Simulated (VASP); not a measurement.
Set up this calculation in VASP 6.6.1, as the native input.

```yaml
Task: single point
Functional: PBE
Potentials_or_basis: VASP PAW PBE potentials, release 64 (C, H)
Cutoff: 520 eV
k_mesh: 1 × 1 × 1
Occupations: gaussian, width 0.01 eV
Spin: no spin polarisation
Dipole_correction: no
Further_INCAR_settings: ALGO = Normal; EDIFF = 1e-06; NBANDS = 17; NELMDL = -8
```

The structure of C2H6 lies in POSCAR:

```
H3C
1.0
   13.0000000000      0.0000000000      0.0000000000
    0.0000000000     12.0000000000      0.0000000000
    0.0000000000      0.0000000000     12.0000000000
C H
2 6
Direct
    0.4412472183      0.4999996757      0.5000000000
    0.5587527817      0.5000003243      0.5000000000
    0.4103279990      0.5852011705      0.5000000000
    0.4103274991      0.4573993488      0.4262136014
    0.4103274991      0.4573993488      0.5737863986
    0.5896720010      0.4147988295      0.5000000000
    0.5896725009      0.5426006512      0.4262136014
    0.5896725009      0.5426006512      0.5737863986
```

These files were run (other wordings do the same):

INCAR

```
SYSTEM = H3C
PREC = Accurate
ENCUT = 520
EDIFF = 1E-6
ISMEAR = 0
SIGMA = 0.01
LREAL = .FALSE.
LASPH = .TRUE.
NELM = 120
ALGO = Normal
ISIF = 2
LWAVE = .FALSE.
LCHARG = .FALSE.
GGA = PE
NBANDS = 17
GGA_COMPAT = .FALSE.
NELMDL = -8
```

KPOINTS

```
regular mesh
0
G
  1 1 1
  0 0 0
```

Potentials or basis: VASP PAW PBE potentials, release 64 (C, H).

Launch:

```sh
$ cat potpaw_PBE.64/C/POTCAR potpaw_PBE.64/H/POTCAR > POTCAR
$ mpirun -np 1 vasp_gam > vasp.out
```

It gave:

| Item | Value |
| --- | --- |
| Largest force | 0.024 eV/Å |
| Gap between the frontier levels | 7.54 eV |

Run time: 2.1 min on 1 thread of Intel(R) Xeon(R) Platinum 8375C CPU @ 2.90GHz (Ice Lake), with other jobs on the host, peak memory 1.2 GiB.
